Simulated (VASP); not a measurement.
Set up this calculation in VASP 6.6.1, as the native input.

```
Task                   : single point
Functional             : PBE
Potentials or basis    : VASP PAW PBE potentials, release 64 (C)
Cutoff                 : 520 eV
k mesh                 : 12 × 12 × 1
Occupations            : fermi-dirac, width 0.05 eV
Spin                   : no spin polarisation
Dipole correction      : no
Further INCAR settings : ALGO = Normal; EDIFF = 1e-06; NBANDS = 16
```

The structure of C lies in POSCAR:

```
C
1.0
    2.4561701622      0.0000000000      0.0000000000
   -1.2280850811      2.1271057565      0.0000000000
    0.0000000000      0.0000000000     23.5238033600
C
4
Direct
    0.3333333300      0.6666666600      0.3188259945
    0.6666666700      0.3333333400      0.3188259945
    0.3333333300      0.6666666600      0.6811740055
    0.6666666700      0.3333333400      0.6811740055
```

These files were run (other wordings do the same):

INCAR

```
PREC = Accurate
ENCUT = 520
EDIFF = 1E-6
ISMEAR = -1
SIGMA = 0.05
LREAL = F
LASPH = T
NELM = 80
ALGO = Normal
ISIF = 2
LWAVE = F
LCHARG = F
GGA = PE
NBANDS = 16
```

KPOINTS

```
Automatic mesh
0
Gamma
  12 12 1
```

Potentials or basis: VASP PAW PBE potentials, release 64 (C).

Command:

```bash
$ cat potpaw_PBE.64/C/POTCAR > POTCAR
$ mpirun -np 1 vasp_std > vasp.out
```

Results of the run:

The band gap on the k mesh is zero (filled and empty bands touch).

It took 26 s on 1 thread of Intel(R) Xeon(R) 6975P-C (Granite Rapids), on a shared host, peak memory 0.22 GiB.
